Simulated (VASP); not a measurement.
Set up this calculation in VASP 6.6.1, as the native input.

* Task: single point
* Functional: PBE
* Potentials or basis: VASP PAW PBE potentials, release 64 (Zr_sv, C)
* Cutoff: 520 eV
* k mesh: 16 × 16 × 16
* Occupations: gaussian, width 0.1 eV
* Spin: no spin polarisation
* Dipole correction: no
* Further INCAR settings: ALGO = Normal; EDIFF = 1e-07; NBANDS = 15

The structure of ZrC lies in POSCAR:

```
ZrC
1.0
    0.0000000000      2.3777099911      2.3777099911
    2.3777099911      0.0000000000      2.3777099911
    2.3777099911      2.3777099911      0.0000000000
Zr C
1 1
Direct
    0.5000000000      0.5000000000      0.5000000000
    0.0000000000      0.0000000000      0.0000000000
```

This cell differs from its parent crystal: volume scaled by 1.03.

These files were run (other wordings do the same):

INCAR

```
PREC     = Accurate       # precision mode
ENCUT    = 520            # plane-wave cutoff, eV
EDIFF    = 1E-7           # SCF threshold, eV
ISMEAR   = 0              # smearing method
SIGMA    = 0.1            # smearing width, eV
LREAL    = F              # projectors in reciprocal space
LASPH    = T              # aspherical terms in the spheres
NELM     = 80             # most SCF steps
ALGO     = Normal         # electronic algorithm
ISIF     = 2              # what is computed and relaxed
LWAVE    = F              # write WAVECAR
LCHARG   = T              # write CHGCAR
GGA      = PE             # functional
LELF     = T              # ELF
LVHAR    = T            
NBANDS   = 15             # bands
```

KPOINTS

```
regular mesh
0
Gamma
  16 16 16
```

Potentials or basis: VASP PAW PBE potentials, release 64 (Zr_sv, C).

The run is started by

```sh
$ cat potpaw_PBE.64/Zr_sv/POTCAR potpaw_PBE.64/C/POTCAR > POTCAR
$ mpirun -np 1 vasp_std > vasp.out
```

It gave:

| Quantity | Value |
| --- | --- |
| Pressure | -6.0 GPa |
| Band gap on the k mesh | zero (band 8 reaches 10.14 eV, above the bottom of band 9 at 8.85 eV) |

Run time: 40 s on 1 thread of AMD EPYC 9R45 96-Core Processor (Zen 5), on a shared host, peak memory 0.17 GiB.
